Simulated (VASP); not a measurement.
# ZnS: electric field gradients with PBE

ZnS:

```
CELL_PARAMETERS angstrom
3.76704 0.00000 0.00000
-1.88352 3.26235 0.00000
0.00000 0.00000 24.91593
ATOMIC_POSITIONS crystal
Zn 0.33333 0.66667 0.12512
Zn 0.00000 0.00000 0.00016
Zn 0.66667 0.33333 0.62505
Zn 0.66667 0.33333 0.87514
Zn 0.00000 0.00000 0.75002
Zn 0.33333 0.66667 0.50008
Zn 0.00000 0.00000 0.37509
Zn 0.66667 0.33333 0.25013
S 0.66667 0.33333 0.34372
S 0.66667 0.33333 0.71858
S 0.33333 0.66667 0.21873
S 0.00000 0.00000 0.84367
S 0.66667 0.33333 0.96881
S 0.00000 0.00000 0.09373
S 0.33333 0.66667 0.59369
S 0.00000 0.00000 0.46869
```

This cell differs from its parent crystal: x and y stretched by -1 %.

```yaml
Program: VASP 6.6.1
Task: electric field gradients
Functional: PBE
Potentials_or_basis: VASP PAW PBE potentials, release 64 (Zn, S)
Cutoff: 520 eV
k_mesh: 8 × 8 × 2
Occupations: fermi-dirac, width 0.02 eV
Spin: no spin polarisation
Dipole_correction: no
Further_INCAR_settings: LREAL = Auto; ALGO = Normal; EDIFF = 1e-08; NBANDS = 86
```

```json
{
  "Pressure": "4.3 GPa",
  "Largest force": "0.083 eV/Å",
  "Band gap on the k mesh": "2.24 eV",
  "Largest electric field gradient by atom": "Zn +4.4, +4.8, +4.2, +3.9, +3.5, +4.3 (each value once); S +3.1, +3.5, +3.2, +5.0, +4.6 (each value once) V/Å²"
}
```

Forces on the atoms (eV/Å):
```
Zn   0.000  0.000  0.075
Zn   0.000  0.000  0.083
Zn   0.000  0.000  0.065
Zn   0.000  0.000  0.081
Zn   0.000  0.000  0.069
Zn   0.000  0.000  0.072
Zn   0.000  0.000  0.074
Zn   0.000  0.000  0.071
S    0.000  0.000 -0.073
S    0.000  0.000 -0.079
S    0.000  0.000 -0.074
S    0.000  0.000 -0.072
S    0.000  0.000 -0.073
S    0.000  0.000 -0.070
S    0.000  0.000 -0.077
S    0.000  0.000 -0.071
```

Stress tensor (GPa, compression positive):
```
4.83 0.00 0.00
0.00 4.83 0.00
0.00 0.00 3.21
```

Levels at points of the mesh, in eV from the valence-band top:
| k point | band 70 | band 71 | band 72 | band 73 | band 74 | band 75 |
| --- | --- | --- | --- | --- | --- | --- |
| (0.00, 0.00, 0.00) | -0.07 | 0.00 | 0.00 | 2.24 | 3.07 | 3.12 |
| (0.50, 0.00, 0.00) | -1.17 | -1.11 | -0.93 | 3.37 | 3.45 | 3.56 |
| (0.00, 0.00, 0.50) | -0.04 | -0.04 | -0.04 | 2.52 | 2.57 | 3.33 |
| (0.50, 0.00, 0.50) | -1.07 | -1.00 | -0.99 | 3.31 | 3.35 | 3.65 |

Electric field gradients, principal values (V/Å²):
| atom | least | middle | greatest (by size) |
| --- | --- | --- | --- |
| 1 Zn | -2.208 | -2.220 | 4.427 |
| 2 Zn | -2.420 | -2.427 | 4.847 |
| 3 Zn | -2.116 | -2.128 | 4.244 |
| 4 Zn | -1.959 | -1.971 | 3.929 |
| 5 Zn | -1.758 | -1.764 | 3.522 |
| 6 Zn | -2.180 | -2.192 | 4.372 |
| 7 Zn | -2.199 | -2.205 | 4.405 |
| 8 Zn | -2.152 | -2.164 | 4.316 |
| 9 S | -1.557 | -1.557 | 3.114 |
| 10 S | -1.743 | -1.744 | 3.487 |
| 11 S | -1.606 | -1.607 | 3.213 |
| 12 S | -2.509 | -2.511 | 5.020 |
| 13 S | -2.284 | -2.285 | 4.569 |
| 14 S | -1.612 | -1.613 | 3.225 |
| 15 S | -1.567 | -1.567 | 3.134 |
| 16 S | -1.584 | -1.586 | 3.170 |

Wall time 66 min on 1 thread of Oxide Virtual Turin-like Processor, on a shared host, peak memory 0.54 GiB.

Caveat: the cell differs from its parent crystal (x and y stretched by -1 %); the cell stands under pressure; without QUAD_EFG the Cq values of the log hold for a quadrupole moment of 1 mb, not for the nuclei. A k mesh can miss the band edges.
